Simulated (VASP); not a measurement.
# InP (F-43m) in VASP: single point with PBE

Aim: the single point of InP with PBE.

Program: VASP 6.6.1. These are calculated values, not measurements. Logs are shortened: lines on timing, memory, paths and dates and some standing lists are left out, and cuts for length are marked.

**1. The cell of the first run**

The structure is cubic, space group F-43m (No. 216). The conventional cell has a = 5.861 Å, b = 5.861 Å, c = 5.861 Å, α = 90.00°, β = 90.00°, γ = 90.00°. Within 3.3 Å of In (site symmetry -43m) lie 4 P at 2.54 Å. Within 3.3 Å of P (site symmetry -43m) lie 4 In at 2.54 Å.

**2. Single point, PBE**

INCAR

```
SYSTEM = InP
PREC = Accurate
ENCUT = 500
EDIFF = 1E-6
ISMEAR = 0
SIGMA = 0.01
LREAL = .False.
LASPH = .True.
NELM = 120
ALGO = Normal
ISIF = 2
LWAVE = .False.
LCHARG = .False.
GGA = PE
NBANDS = 16
GGA_COMPAT = .False.
```

KPOINTS

```
Automatic mesh
0
Gamma
  6 6 6
  0 0 0
```

POSCAR

```
InP
1.0
    0.0000000000      2.9305000000      2.9305000000
    2.9305000000      0.0000000000      2.9305000000
    2.9305000000      2.9305000000      0.0000000000
In P
1 1
Direct
    0.0000000000      0.0000000000      0.0000000000
    0.7500000000      0.7500000000      0.7500000000
```

Potentials or basis: VASP PAW PBE potentials, release 64 (In_d, P).

The run is started by

```
cat potpaw_PBE.64/In_d/POTCAR potpaw_PBE.64/P/POTCAR > POTCAR
mpirun -np 1 vasp_std > vasp.out
```

OUTCAR:

```text
SYSTEM = InP
   PREC = Accurate
   ENCUT = 500
   EDIFF = 1E-6
   ISMEAR = 0
   LREAL = .False.
   LASPH = .True.
   NELM = 120
   ISIF = 2
   GGA = PE

 ion  position               nearest neighbor table
   1  0.000  0.000  0.000-   2 2.54   2 2.54   2 2.54   2 2.54
   2  0.750  0.750  0.750-   1 2.54   1 2.54   1 2.54   1 2.54

  LATTYP: Found a face centered cubic cell.
 ALAT       =     5.8610000000

  Lattice vectors:

 A1 = (   0.0000000000,   2.9305000000,   2.9305000000)
 A2 = (   2.9305000000,   0.0000000000,   2.9305000000)
 A3 = (   2.9305000000,   2.9305000000,   0.0000000000)

Analysis of symmetry for initial positions (statically):
=====================================================================
 Subroutine PRICEL returns:
 Original cell was already a primitive cell.

 Routine SETGRP: Setting up the symmetry group for a
 face centered cubic supercell.

 Subroutine GETGRP returns: Found 24 space group operations
 (whereof 24 operations were pure point group operations)
 out of a pool of 48 trial point group operations.

The static configuration has the point symmetry T_d .

Analysis of symmetry for dynamics (positions and initial velocities):
=====================================================================
 Subroutine PRICEL returns:
 Original cell was already a primitive cell.

 Routine SETGRP: Setting up the symmetry group for a
 face centered cubic supercell.

 Subroutine GETGRP returns: Found 24 space group operations
 (whereof 24 operations were pure point group operations)
 out of a pool of 48 trial point group operations.

The dynamic configuration has the point symmetry T_d .

 Subroutine INISYM returns: Found 24 space group operations
 (whereof 24 operations are pure point group operations),
 and found     1 'primitive' translations

----------------------------------------------------------------------------------------

                                     Primitive cell

  volume of cell :      50.3333

  direct lattice vectors                    reciprocal lattice vectors
     0.000000000  2.930500000  2.930500000    -0.170619348  0.170619348  0.170619348
     2.930500000  0.000000000  2.930500000     0.170619348 -0.170619348  0.170619348
     2.930500000  2.930500000  0.000000000     0.170619348  0.170619348 -0.170619348

  length of vectors
     4.144352845  4.144352845  4.144352845     0.295521380  0.295521380  0.295521380

  position of ions in fractional coordinates (direct lattice)
     0.000000000  0.000000000  0.000000000
     0.750000000  0.750000000  0.750000000

  ion indices of the primitive-cell ions
   primitive index   ion index
                 1           1
                 2           2

----------------------------------------------------------------------------------------

 KPOINTS: Automatic mesh

Automatic generation of k-mesh.
 Grid dimensions read from file:
 generate k-points for:    6    6    6

 Generating k-lattice:

  Cartesian coordinates                     Fractional coordinates (reciprocal lattice)
    -0.028436558  0.028436558  0.028436558     0.166666667  0.000000000  0.000000000
     0.028436558 -0.028436558  0.028436558     0.000000000  0.166666667  0.000000000
     0.028436558  0.028436558 -0.028436558     0.000000000  0.000000000  0.166666667

  Length of vectors
     0.049253563  0.049253563  0.049253563

  Shift w.r.t. Gamma in fractional coordinates (k-lattice)
     0.000000000  0.000000000  0.000000000

 Subroutine IBZKPT returns following result:
 ===========================================

 Found     16 irreducible k-points:

 Following reciprocal coordinates:
            Coordinates               Weight
  0.000000  0.000000  0.000000      1.000000
  0.166667  0.000000  0.000000      8.000000
  0.333333  0.000000  0.000000      8.000000
  0.500000  0.000000  0.000000      4.000000
  0.166667  0.166667  0.000000      6.000000
  0.333333  0.166667  0.000000     24.000000
[... 8 lines left out ...]
 -0.333333  0.333333  0.166667     24.000000
 -0.333333  0.500000  0.166667     12.000000
   k-points           NKPTS =     16   k-points in BZ     NKDIM =     16   number of bands    NBANDS=     16
   number of dos      NEDOS =    301   number of ions     NIONS =      2
   total plane-waves  NPLWV =  27000
   dimension x,y,z NGX =    30 NGY =   30 NGZ =   30
   dimension x,y,z NGXF=    60 NGYF=   60 NGZF=   60
   ions per type =               1   1
   NGX,Y,Z   is equivalent  to a cutoff of  12.03, 12.03, 12.03 a.u.
   NGXF,Y,Z  is equivalent  to a cutoff of  24.07, 24.07, 24.07 a.u.
 SYSTEM =  InP
   PREC   = accura    normal or accurate (medium, high low for compatibility)
   ISTART =      0    job   : 0-new  1-cont  2-samecut
   ICHARG =      2    charge: 1-file 2-atom 10-const
   ISPIN  =      1    spin polarized calculation?
   LNONCOLLINEAR =      F non collinear calculations
   LSORBIT =      F    spin-orbit coupling
   LASPH  =      T    aspherical Exc in radial PAW
   ENCUT  =  500.0 eV  36.75 Ry    6.06 a.u.   7.56  7.56  7.56*2*pi/ulx,y,z
   NELM   =    120;   NELMIN=  2; NELMDL= -5     # of ELM steps
   EDIFF  = 0.1E-05   stopping-criterion for ELM
   LREAL  =      F    real-space projection
   EDIFFG = 0.1E-04   stopping-criterion for IOM
   NSW    =      0    number of steps for IOM
   IBRION =     -1    ionic relax: 0-MD 1-quasi-New 2-CG
   NFREE  =      0    steps in history (QN), initial steepest desc. (CG)
   ISIF   =      2    stress and relaxation
   ISYM   =      2    0-nonsym 1-usesym 2-fastsym
   POTIM  = 0.5000    time-step for ionic-motion
   TEBEG  =    0.0;   TEEND  =   0.0 temperature during run
   PSTRESS=    0.0 pullay stress
   NELECT =      18.0000    total number of electrons
   NUPDOWN=      -1.0000    fix difference up-down
   EMIN   =  10.00;   EMAX   =-10.00  energy-range for DOS
   EFERMI =   0.00;   METHOD = LEGACY
   ISMEAR =     0;   SIGMA  =   0.01  broadening in eV -4-tet -1-fermi 0-gaus
   EFERMI_NEDOS =   21; number of points for ismear=-14 and -15
   IALGO  =     38    algorithm
   IMIX   =      4    mixing-type and parameters
     AMIX     =   0.40;   BMIX     =  1.00
     AMIX_MAG =   1.60;   BMIX_MAG =  1.00
  volume/ion in A,a.u.               =      25.17       169.83
  Fermi-wavevector in a.u.,A,eV,Ry     =   1.162021  2.195901 18.371846  1.350293
  Thomas-Fermi vector in A             =   2.298587
   LORBIT       =      0    0 simple, 1 ext, 2 COOP (PROOUT), +10 PAW based schemes
   GGA     = PE    functional components
   LHFCALC =     F    Hartree Fock is set to
   AEXX    =    0.0000 exact exchange contribution
   IVDW    =     0    specifies the selected vdW correction
   LEPSILON=     F    determine dielectric tensor
   LRPA    =     F    only Hartree local field effects (RPA)
 non-spin polarized calculation
 Gauss-broadening in eV      SIGMA  =   0.01
  energy-cutoff  :      500.00
  volume of cell :       50.33
 maximum number of plane-waves:      1303
   NGX = 15   NGY = 15   NGZ = 15

 number of electron      18.0000009 magnetization

 Free energy of the ion-electron system (eV)
  ---------------------------------------------------
  ext. energy  EPLUGINS =         0.00000000
  ---------------------------------------------------
  free energy    TOTEN  =        -8.37013751 eV

  energy without entropy =       -8.37013751  energy(sigma->0) =       -8.37013751

 E-fermi :   5.3142     XC(G=0):  -9.2805

 val. band max:        5.1949672830   @ k =   0.0000   0.0000   0.0000
 cond. band min:       5.9050266462   @ k =   0.0000   0.0000   0.0000
 fundamental gap:      0.7100593631
 Fermi energy:         5.3141910348

 k-point     1 :       0.0000    0.0000    0.0000
  band No.  band energies     occupation
      1      -8.9980      2.00000
      2      -8.9980      2.00000
      3      -8.9980      2.00000
      4      -8.8462      2.00000
      5      -8.8462      2.00000
      6      -6.3230      2.00000
[... 8 lines left out ...]
     15      14.6412      0.00000
     16      14.6412      0.00000

 k-point     2 :       0.1667    0.0000    0.0000
  band No.  band energies     occupation
      1      -9.0299      2.00000
      2      -8.9855      2.00000
      3      -8.9855      2.00000
      4      -8.8458      2.00000
      5      -8.8458      2.00000
      6      -6.0097      2.00000
[... 8 lines left out ...]
     15      13.8121      0.00000
     16      14.6800      0.00000

 k-point     3 :       0.3333    0.0000    0.0000
  band No.  band energies     occupation
      1      -9.0890      2.00000
      2      -8.9658      2.00000
      3      -8.9658      2.00000
      4      -8.8393      2.00000
      5      -8.8393      2.00000
      6      -5.2011      2.00000
[... 8 lines left out ...]
     15      14.2928      0.00000
     16      14.2928      0.00000

 k-point     4 :       0.5000    0.0000    0.0000
  band No.  band energies     occupation
      1      -9.1168      2.00000
      2      -8.9591      2.00000
      3      -8.9591      2.00000
      4      -8.8326      2.00000
      5      -8.8326      2.00000
      6      -4.5980      2.00000
[... 8 lines left out ...]
     15      15.8359      0.00000
     16      15.8359      0.00000
[... 172 lines left out ...]
 k-point    14 :       0.5000    0.3333    0.1667
  band No.  band energies     occupation
      1      -9.1300      2.00000
      2      -8.9436      2.00000
      3      -8.9251      2.00000
      4      -8.8657      2.00000
      5      -8.8279      2.00000
      6      -4.5712      2.00000
[... 8 lines left out ...]
     15      16.3099      0.00000
     16      16.9327      0.00000

 k-point    15 :      -0.3333    0.3333    0.1667
  band No.  band energies     occupation
      1      -9.1397      2.00000
      2      -8.9441      2.00000
      3      -8.9143      2.00000
      4      -8.8601      2.00000
      5      -8.8327      2.00000
      6      -4.0895      2.00000
[... 8 lines left out ...]
     15      16.2977      0.00000
     16      16.7648      0.00000

 k-point    16 :      -0.3333    0.5000    0.1667
  band No.  band energies     occupation
      1      -9.1591      2.00000
      2      -8.9257      2.00000
      3      -8.9015      2.00000
      4      -8.8745      2.00000
      5      -8.8243      2.00000
      6      -3.8847      2.00000
[... 8 lines left out ...]
     15      16.4505      0.00000
     16      17.1585      0.00000

------------------------ aborting loop because EDIFF is reached ----------------------------------------

  FORCE on cell =-STRESS in cart. coord.  units (eV):
  Direction    XX          YY          ZZ          XY          YZ          ZX
  --------------------------------------------------------------------------------------
  -------------------------------------------------------------------------------------
  Total        1.0298152      1.0298152      1.0298152      0.0000000      0.0000000      0.0000000
  in kB       32.7804359     32.7804359     32.7804359      0.0000000      0.0000000      0.0000000
  external PRESSURE =      32.7804359 kB  Pullay stress =       0.0000000 kB

 VOLUME and BASIS-vectors are now :
 -----------------------------------------------------------------------------
  energy-cutoff  :      500.00
  volume of cell :       50.33
      direct lattice vectors                 reciprocal lattice vectors
     0.000000000  2.930500000  2.930500000    -0.170619348  0.170619348  0.170619348
     2.930500000  0.000000000  2.930500000     0.170619348 -0.170619348  0.170619348
     2.930500000  2.930500000  0.000000000     0.170619348  0.170619348 -0.170619348

 POSITION                                       TOTAL-FORCE (eV/Angst)
 -----------------------------------------------------------------------------------
      0.00000      0.00000      0.00000         0.000000      0.000000      0.000000
      4.39575      4.39575      4.39575        -0.000000     -0.000000     -0.000000
 -----------------------------------------------------------------------------------
    total drift:                               -0.000000     -0.000000     -0.000000

  FREE ENERGIE OF THE ION-ELECTRON SYSTEM (eV)
  ---------------------------------------------------
  free  energy   TOTEN  =        -8.3701375062 eV

  energy  without entropy=       -8.3701375062  energy(sigma->0) =       -8.37013751
```

Run time: 12 s. Hardware: 1 thread of Intel Xeon Platinum 8259CL at 2.50GHz (Skylake/Cascade Lake), shared host; peak memory 0.16 GiB.

Results:

```
Free energy            : -8.3701 eV
Pressure               : 3.3 GPa
Band gap on the k mesh : 0.71 eV
```

Caveat: the cell stands under pressure; spin-orbit coupling is left out, which moves the levels of the heavy elements.
